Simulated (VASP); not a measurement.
# GaP (I-4m2) in VASP: a series of runs

The runs below take GaP through single point, with PBE.

Everything below comes from runs of VASP 6.6.1. Logs are shortened: lines on timing, memory, paths and dates and some standing lists are left out, and cuts for length are marked.

**1. The cell of the first run**

The structure is tetragonal, space group I-4m2 (No. 119). Conventional cell: a = 3.854 Å, b = 3.854 Å, c = 5.178 Å, α = 90.00°, β = 90.00°, γ = 90.00°. Within 3.1 Å of Ga (site symmetry -4m2) lie 4 P at 2.32 Å. Within 3.1 Å of P (site symmetry -4m2) lie 4 Ga at 2.32 Å.

**2. Single point, PBE (strain -0.0500 x Voigt [1, 0, 0, 0, 0, 0])**

The input, INCAR:

```
PREC = Accurate ; ENCUT = 520
EDIFF = 1E-6 ; ISMEAR = 0
SIGMA = 0.05 ; LREAL = False
LASPH = True ; NELM = 100
ALGO = Normal ; ISIF = 2
LWAVE = False ; LCHARG = False
GGA = PE ; NBANDS = 16
```

The input, KPOINTS:

```
Automatic mesh
0
Gamma
  8 8 8
```

The input, POSCAR:

```
GaP
1.0
    0.0000000000      2.7252500000      2.7252500000
    2.5889875000      0.0000000000      2.7252500000
    2.5889875000      2.7252500000      0.0000000000
Ga P
1 1
Direct
    0.0000000000      0.0000000000      0.0000000000
    0.7500000000      0.7500000000      0.7500000000
```

Potentials or basis: VASP PAW PBE potentials, release 64 (Ga_d, P).

On the command line:

```bash
$ cat potpaw_PBE.64/Ga_d/POTCAR potpaw_PBE.64/P/POTCAR > POTCAR
$ mpirun -np 1 vasp_std > vasp.out
```

OUTCAR:

```text
PREC = Accurate
   ENCUT = 520
   EDIFF = 1E-6
   ISMEAR = 0
   LREAL = False
   LASPH = True
   NELM = 100
   ISIF = 2
   GGA = PE

 ion  position               nearest neighbor table
   1  0.000  0.000  0.000-   2 2.32   2 2.32   2 2.32   2 2.32
   2  0.750  0.750  0.750-   1 2.32   1 2.32   1 2.32   1 2.32

  LATTYP: Found a body centered tetragonal cell.
 ALAT       =     3.8540855109
 C/A-ratio  =     1.3435028843

  Lattice vectors:

 A1 = (  -2.5889875000,   0.0000000000,  -2.7252500000)
 A2 = (  -2.5889875000,   0.0000000000,   2.7252500000)
 A3 = (   2.5889875000,   2.7252500000,   0.0000000000)

Analysis of symmetry for initial positions (statically):
=====================================================================
 Subroutine PRICEL returns:
 Original cell was already a primitive cell.

 Routine SETGRP: Setting up the symmetry group for a
 body centered tetragonal supercell.

 Subroutine GETGRP returns: Found  8 space group operations
 (whereof  8 operations were pure point group operations)
 out of a pool of 16 trial point group operations.

The static configuration has the point symmetry D_2d.

Analysis of symmetry for dynamics (positions and initial velocities):
=====================================================================
 Subroutine PRICEL returns:
 Original cell was already a primitive cell.

 Routine SETGRP: Setting up the symmetry group for a
 body centered tetragonal supercell.

 Subroutine GETGRP returns: Found  8 space group operations
 (whereof  8 operations were pure point group operations)
 out of a pool of 16 trial point group operations.

The dynamic configuration has the point symmetry D_2d.

 Subroutine INISYM returns: Found  8 space group operations
 (whereof  8 operations are pure point group operations),
 and found     1 'primitive' translations

----------------------------------------------------------------------------------------

                                     Primitive cell

  volume of cell :      38.4568

  direct lattice vectors                    reciprocal lattice vectors
     0.000000000  2.725250000  2.725250000    -0.193125691  0.183469406  0.183469406
     2.588987500  0.000000000  2.725250000     0.193125691 -0.183469406  0.183469406
     2.588987500  2.725250000  0.000000000     0.193125691  0.183469406 -0.183469406

  length of vectors
     3.854085511  3.758968454  3.758968454     0.323449500  0.323449500  0.323449500

[... 74 lines left out ...]
   ISPIN  =      1    spin polarized calculation?
   LNONCOLLINEAR =      F non collinear calculations
   LSORBIT =      F    spin-orbit coupling
   LASPH  =      T    aspherical Exc in radial PAW
   ENCUT  =  520.0 eV  38.22 Ry    6.18 a.u.   7.17  6.99  6.99*2*pi/ulx,y,z
   NELM   =    100;   NELMIN=  2; NELMDL= -5     # of ELM steps
   EDIFF  = 0.1E-05   stopping-criterion for ELM
   LREAL  =      F    real-space projection
   EDIFFG = 0.1E-04   stopping-criterion for IOM
   NSW    =      0    number of steps for IOM
   IBRION =     -1    ionic relax: 0-MD 1-quasi-New 2-CG
   NFREE  =      0    steps in history (QN), initial steepest desc. (CG)
   ISIF   =      2    stress and relaxation
   ISYM   =      2    0-nonsym 1-usesym 2-fastsym
   POTIM  = 0.5000    time-step for ionic-motion
   TEBEG  =    0.0;   TEEND  =   0.0 temperature during run
   PSTRESS=    0.0 pullay stress
   NELECT =      18.0000    total number of electrons
   NUPDOWN=      -1.0000    fix difference up-down
   EMIN   =  10.00;   EMAX   =-10.00  energy-range for DOS
   EFERMI =   0.00;   METHOD = LEGACY
   ISMEAR =     0;   SIGMA  =   0.05  broadening in eV -4-tet -1-fermi 0-gaus
   EFERMI_NEDOS =   21; number of points for ismear=-14 and -15
   IALGO  =     38    algorithm
   IMIX   =      4    mixing-type and parameters
     AMIX     =   0.40;   BMIX     =  1.00
     AMIX_MAG =   1.60;   BMIX_MAG =  1.00
  volume/ion in A,a.u.               =      19.23       129.76
  Fermi-wavevector in a.u.,A,eV,Ry     =   1.271086  2.402003 21.982368  1.615658
  Thomas-Fermi vector in A             =   2.404038
   LORBIT       =      0    0 simple, 1 ext, 2 COOP (PROOUT), +10 PAW based schemes
   GGA     = PE    functional components
   LHFCALC =     F    Hartree Fock is set to
   AEXX    =    0.0000 exact exchange contribution
   IVDW    =     0    specifies the selected vdW correction
   LEPSILON=     F    determine dielectric tensor
   LRPA    =     F    only Hartree local field effects (RPA)
 non-spin polarized calculation
 Gauss-broadening in eV      SIGMA  =   0.05
  energy-cutoff  :      520.00
  volume of cell :       38.46
 maximum number of plane-waves:      1054
 NGX is ok and might be reduce to    30
   NGX = 15   NGY = 13   NGZ = 13

 number of electron      17.9999997 magnetization

 Free energy of the ion-electron system (eV)
  ---------------------------------------------------
  ext. energy  EPLUGINS =         0.00000000
  ---------------------------------------------------
  free energy    TOTEN  =        -9.04007105 eV

  energy without entropy =       -9.04007105  energy(sigma->0) =       -9.04007105

 E-fermi :   5.6571     XC(G=0): -10.0719

 val. band max:        5.3735519432   @ k =   0.0000   0.0000   0.0000
 cond. band min:       6.4309600685   @ k =   0.0000   0.3750   0.3750
 fundamental gap:      1.0574081252
 Fermi energy:         5.6571090873

 k-point     1 :       0.0000    0.0000    0.0000
  band No.  band energies     occupation
      1      -9.4630      2.00000
      2      -9.4630      2.00000
      3      -9.4477      2.00000
      4      -9.3467      2.00000
      5      -9.3394      2.00000
      6      -7.6928      2.00000
[... 433 lines left out ...]
      3      -9.4260      2.00000
      4      -9.3431      2.00000
      5      -9.3392      2.00000
      6      -6.4422      2.00000
[... 8 lines left out ...]
     15      15.7601      0.00000
     16      16.9489      0.00000

 [... further k-points ...]
[... 5 lines left out ...]
  --------------------------------------------------------------------------------------
  -------------------------------------------------------------------------------------
  Total        2.3046585      1.4924866      1.4924866      0.0000000      0.0000000     -0.0000000
  in kB       96.0161997     62.1796629     62.1796629      0.0000000      0.0000000     -0.0000000
  external PRESSURE =      73.4585085 kB  Pullay stress =       0.0000000 kB

 VOLUME and BASIS-vectors are now :
 -----------------------------------------------------------------------------
  energy-cutoff  :      520.00
  volume of cell :       38.46
      direct lattice vectors                 reciprocal lattice vectors
     0.000000000  2.725250000  2.725250000    -0.193125691  0.183469406  0.183469406
     2.588987500  0.000000000  2.725250000     0.193125691 -0.183469406  0.183469406
     2.588987500  2.725250000  0.000000000     0.193125691  0.183469406 -0.183469406

 POSITION                                       TOTAL-FORCE (eV/Angst)
 -----------------------------------------------------------------------------------
      0.00000      0.00000      0.00000         0.000000      0.000000      0.000000
      3.88348      4.08788      4.08788        -0.000000     -0.000000     -0.000000
 -----------------------------------------------------------------------------------
    total drift:                                0.000003      0.000001      0.000001

  FREE ENERGIE OF THE ION-ELECTRON SYSTEM (eV)
  ---------------------------------------------------
  free  energy   TOTEN  =        -9.0400710470 eV

  energy  without entropy=       -9.0400710470  energy(sigma->0) =       -9.04007105
```

OSZICAR:

```text
N       E                     dE             d eps       ncg     rms          rms(c)
DAV:   1     0.820775632233E+02    0.82078E+02   -0.90034E+03  1952   0.164E+03
DAV:   2    -0.297609864218E+01   -0.85054E+02   -0.80926E+02  2160   0.319E+02
DAV:   3    -0.922626639767E+01   -0.62502E+01   -0.62304E+01  2352   0.662E+01
DAV:   4    -0.932467940629E+01   -0.98413E-01   -0.98392E-01  2336   0.901E+00
DAV:   5    -0.932654869210E+01   -0.18693E-02   -0.18692E-02  2432   0.110E+00    0.450E+00
DAV:   6    -0.907095709481E+01    0.25559E+00   -0.38333E-01  2944   0.112E+01    0.301E+00
DAV:   7    -0.903938362427E+01    0.31573E-01   -0.10630E-01  2496   0.229E+00    0.117E+00
DAV:   8    -0.903956092687E+01   -0.17730E-03   -0.13886E-02  2296   0.143E+00    0.244E-01
DAV:   9    -0.903994915363E+01   -0.38823E-03   -0.13205E-03  2448   0.473E-01    0.748E-02
DAV:  10    -0.904000812221E+01   -0.58969E-04   -0.11032E-04  2992   0.131E-01    0.341E-02
DAV:  11    -0.904007130777E+01   -0.63186E-04   -0.84603E-05  2224   0.757E-02    0.549E-03
DAV:  12    -0.904007104697E+01    0.26080E-06   -0.22909E-06  2176   0.196E-02
   1 F= -.90400710E+01 E0= -.90400710E+01  d E =-.593480E-18
```

Wall time 58 s (1 thread of AMD EPYC 7R13, shared host); peak memory 0.15 GiB.

What came out:

```yaml
Free_energy: -9.0401 eV
Pressure: 7.3 GPa
Band_gap_on_the_k_mesh: 1.06 eV, indirect (least direct gap 2.06 eV)
```

Caveat: the cell differs from its parent crystal (strain -0.0500 x Voigt [1, 0, 0, 0, 0, 0]).

**3. Single point, PBE (strain +0.0750 x Voigt [1, 0, 0, 0, 0, 0])**

The input, INCAR:

```
SYSTEM = GaP
ALGO = Normal
EDIFF = 1E-7
ENCUT = 520
GGA = PE
ISIF = 2
ISMEAR = 0
LASPH = .True.
LCHARG = .False.
LREAL = .False.
LWAVE = .False.
NBANDS = 16
NELM = 60
PREC = Accurate
SIGMA = 0.05
```

The input, KPOINTS:

```
k-points
0
Gamma
  8 8 8
  0 0 0
```

The input, POSCAR:

```
GaP
1.0
    0.0000000000      2.7252500000      2.7252500000
    2.9296437500      0.0000000000      2.7252500000
    2.9296437500      2.7252500000      0.0000000000
Ga P
1 1
Direct
    0.0000000000      0.0000000000      0.0000000000
    0.7500000000      0.7500000000      0.7500000000
```

Potentials or basis: VASP PAW PBE potentials, release 64 (Ga_d, P).

On the command line:

```bash
$ cat potpaw_PBE.64/Ga_d/POTCAR potpaw_PBE.64/P/POTCAR > POTCAR
$ mpirun -np 1 vasp_std > vasp.out
```

OUTCAR:

```text
SYSTEM = GaP
   EDIFF = 1E-7
   ENCUT = 520
   GGA = PE
   ISIF = 2
   ISMEAR = 0
   LASPH = .True.
   LREAL = .False.
   NELM = 60
   PREC = Accurate

 ion  position               nearest neighbor table
   1  0.000  0.000  0.000-   2 2.42   2 2.42   2 2.42   2 2.42
   2  0.750  0.750  0.750-   1 2.42   1 2.42   1 2.42   1 2.42

  LATTYP: Found a body centered tetragonal cell.
 ALAT       =     3.8540855109
 C/A-ratio  =     1.5202795796

  Lattice vectors:

 A1 = (   2.9296437500,   0.0000000000,   2.7252500000)
 A2 = (   2.9296437500,   0.0000000000,  -2.7252500000)
 A3 = (  -2.9296437500,   2.7252500000,   0.0000000000)

Analysis of symmetry for initial positions (statically):
=====================================================================
 Subroutine PRICEL returns:
 Original cell was already a primitive cell.

 Routine SETGRP: Setting up the symmetry group for a
 body centered tetragonal supercell.

 Subroutine GETGRP returns: Found  8 space group operations
 (whereof  8 operations were pure point group operations)
[... 158 lines left out ...]
  ---------------------------------------------------
  ext. energy  EPLUGINS =         0.00000000
  ---------------------------------------------------
  free energy    TOTEN  =        -9.07201559 eV

  energy without entropy =       -9.07201559  energy(sigma->0) =       -9.07201559

 E-fermi :   4.3451     XC(G=0):  -9.5130

 val. band max:        4.0873422020   @ k =   0.0000   0.0000   0.0000
 cond. band min:       5.1351569980   @ k =   0.0000   0.0000   0.0000
 fundamental gap:      1.0478147960
 Fermi energy:         4.3451269403

 k-point     1 :       0.0000    0.0000    0.0000
  band No.  band energies     occupation
      1     -10.5244      2.00000
      2     -10.5019      2.00000
      3     -10.5019      2.00000
      4     -10.4384      2.00000
      5     -10.4253      2.00000
      6      -8.0172      2.00000
[... 433 lines left out ...]
      3     -10.4868      2.00000
      4     -10.4427      2.00000
      5     -10.4184      2.00000
      6      -6.9092      2.00000
[... 8 lines left out ...]
     15      14.1385      0.00000
     16      15.0320      0.00000

 [... further k-points ...]
[... 5 lines left out ...]
  --------------------------------------------------------------------------------------
  -------------------------------------------------------------------------------------
  Total       -1.8605790     -0.2815640     -0.2815640      0.0000000      0.0000000      0.0000000
  in kB      -68.5016734    -10.3664526    -10.3664526      0.0000000      0.0000000      0.0000000
  external PRESSURE =     -29.7448595 kB  Pullay stress =       0.0000000 kB

 VOLUME and BASIS-vectors are now :
 -----------------------------------------------------------------------------
  energy-cutoff  :      520.00
  volume of cell :       43.52
      direct lattice vectors                 reciprocal lattice vectors
     0.000000000  2.725250000  2.725250000    -0.170669215  0.183469406  0.183469406
     2.929643750  0.000000000  2.725250000     0.170669215 -0.183469406  0.183469406
     2.929643750  2.725250000  0.000000000     0.170669215  0.183469406 -0.183469406

 POSITION                                       TOTAL-FORCE (eV/Angst)
 -----------------------------------------------------------------------------------
      0.00000      0.00000      0.00000         0.000000      0.000000      0.000000
      4.39447      4.08788      4.08788        -0.000000     -0.000000     -0.000000
 -----------------------------------------------------------------------------------
    total drift:                               -0.000003     -0.000001     -0.000001

  FREE ENERGIE OF THE ION-ELECTRON SYSTEM (eV)
  ---------------------------------------------------
  free  energy   TOTEN  =        -9.0720155908 eV

  energy  without entropy=       -9.0720155908  energy(sigma->0) =       -9.07201559
```

It took 92 s on 1 thread of AMD EPYC 7R13, shared host; peak memory 0.16 GiB.

What came out:

```
Free energy            : -9.0720 eV
Pressure               : -3.0 GPa
Band gap on the k mesh : 1.05 eV, direct
```

Stress tensor (GPa, compression positive):
```
-6.85  0.00  0.00
 0.00 -1.04  0.00
 0.00  0.00 -1.04
```

Caveat: the cell differs from its parent crystal (strain +0.0750 x Voigt [1, 0, 0, 0, 0, 0]). A k mesh can miss the band edges.

**4. Single point, PBE (strain +0.0875 x Voigt [1, 0, 0, 0, 0, 0])**

The input, INCAR:

```
  PREC = Accurate
  ENCUT = 520
  EDIFF = 1E-6
  ISMEAR = 0
  SIGMA = 0.05
  LREAL = F
  LASPH = T
  NELM = 80
  ALGO = Normal
  ISIF = 2
  LWAVE = F
  LCHARG = F
  GGA = PE
  NBANDS = 16
```

The input, KPOINTS:

```
Automatic mesh
0
Gamma
  8 8 8
```

The input, POSCAR:

```
GaP
1.0
    0.0000000000      2.7252500000      2.7252500000
    2.9637093750      0.0000000000      2.7252500000
    2.9637093750      2.7252500000      0.0000000000
Ga P
1 1
Direct
    0.0000000000      0.0000000000      0.0000000000
    0.7500000000      0.7500000000      0.7500000000
```

On the command line:

```bash
$ cat potpaw_PBE.64/Ga_d/POTCAR potpaw_PBE.64/P/POTCAR > POTCAR
$ mpirun -np 1 vasp_std > vasp.out
```

Wall time 60 s (1 thread of AMD EPYC 7R13, shared host); peak memory 0.16 GiB.

The run converged. Its results:

* Free energy: -9.0482 eV
* Pressure: -3.7 GPa
* Band gap on the k mesh: 0.91 eV, direct

Stress tensor (GPa, compression positive):
```
-8.28  0.00  0.00
 0.00 -1.48  0.00
 0.00  0.00 -1.48
```

Levels at points of the mesh, in eV from the valence-band top:
```tsv
k point	band 7	band 8	band 9	band 10	band 11	band 12
(0.00, 0.00, 0.00)	-0.50	0.00	0.00	0.91	3.71	3.71
(0.50, 0.00, 0.00)	-6.34	-1.49	-0.82	1.13	4.44	4.86
(0.50, 0.50, 0.00)	-6.36	-2.74	-2.70	1.47	1.49	9.40
(0.00, 0.50, 0.50)	-6.86	-2.19	-2.19	2.03	2.23	9.77
```

Caveat: the cell differs from its parent crystal (strain +0.0875 x Voigt [1, 0, 0, 0, 0, 0]). A k mesh can miss the band edges.

**5. Single point, PBE (strain +0.1000 x Voigt [1, 0, 0, 0, 0, 0])**

The input, INCAR:

```
  PREC = Accurate
  ENCUT = 520
  EDIFF = 1E-6
  ISMEAR = 0
  SIGMA = 0.05
  LREAL = False
  LASPH = True
  NELM = 60
  ALGO = Normal
  ISIF = 2
  LWAVE = False
  LCHARG = False
  GGA = PE
  NBANDS = 16
```

The input, KPOINTS:

```
regular mesh
0
Gamma
  8 8 8
```

The input, POSCAR:

```
GaP
1.0
    0.0000000000      2.7252500000      2.7252500000
    2.9977750000      0.0000000000      2.7252500000
    2.9977750000      2.7252500000      0.0000000000
Ga P
1 1
Direct
    0.0000000000      0.0000000000      0.0000000000
    0.7500000000      0.7500000000      0.7500000000
```

On the command line:

```bash
$ cat potpaw_PBE.64/Ga_d/POTCAR potpaw_PBE.64/P/POTCAR > POTCAR
$ mpirun -np 1 vasp_std > vasp.out
```

Run time: 61 s. Hardware: 1 thread of AMD EPYC 7R13, shared host; peak memory 0.16 GiB.

It converged, with:

| Quantity | Value |
| --- | --- |
| Free energy | -9.0202 eV |
| Pressure | -4.4 GPa |
| Band gap on the k mesh | 0.78 eV, direct |

Stress tensor (GPa, compression positive):
```
-9.60  0.00  0.00
 0.00 -1.81  0.00
 0.00  0.00 -1.81
```

Levels at points of the mesh, in eV from the valence-band top:
| k point | band 7 | band 8 | band 9 | band 10 | band 11 | band 12 |
| --- | --- | --- | --- | --- | --- | --- |
| (0.00, 0.00, 0.00) | -0.57 | 0.00 | 0.00 | 0.78 | 3.69 | 3.69 |
| (0.50, 0.00, 0.00) | -6.30 | -1.54 | -0.79 | 1.04 | 4.42 | 4.87 |
| (0.50, 0.50, 0.00) | -6.31 | -2.74 | -2.70 | 1.42 | 1.47 | 9.20 |
| (0.00, 0.50, 0.50) | -6.88 | -2.13 | -2.13 | 2.08 | 2.27 | 9.58 |

Caveat: the cell differs from its parent crystal (strain +0.1000 x Voigt [1, 0, 0, 0, 0, 0]). A k mesh can miss the band edges.

**6. Overview**

```csv
cell,gap on the mesh (eV),pressure (GPa)
"a = 3.854, b = 3.759, c = 3.759 Å, angles 61.7, 59.2, 59.2°, 2 atoms",1.06,7.3
"a = 3.854, b = 4.001, c = 4.001 Å, angles 57.6, 61.2, 61.2°, 2 atoms",1.05,-3.0
"a = 3.854, b = 4.026, c = 4.026 Å, angles 57.2, 61.4, 61.4°, 2 atoms",0.91,-3.7
"a = 3.854, b = 4.051, c = 4.051 Å, angles 56.8, 61.6, 61.6°, 2 atoms",0.78,-4.4
```

Alike in all rows: task single point; level PBE; potentials or basis VASP PAW PBE potentials, release 64 (Ga_d, P); no spin polarisation; k mesh 8 × 8 × 8; cutoff (eV) 520; smearing gaussian 0.05 eV.

Total energies depend on the potentials used, so only differences within one code and one set of settings carry meaning.
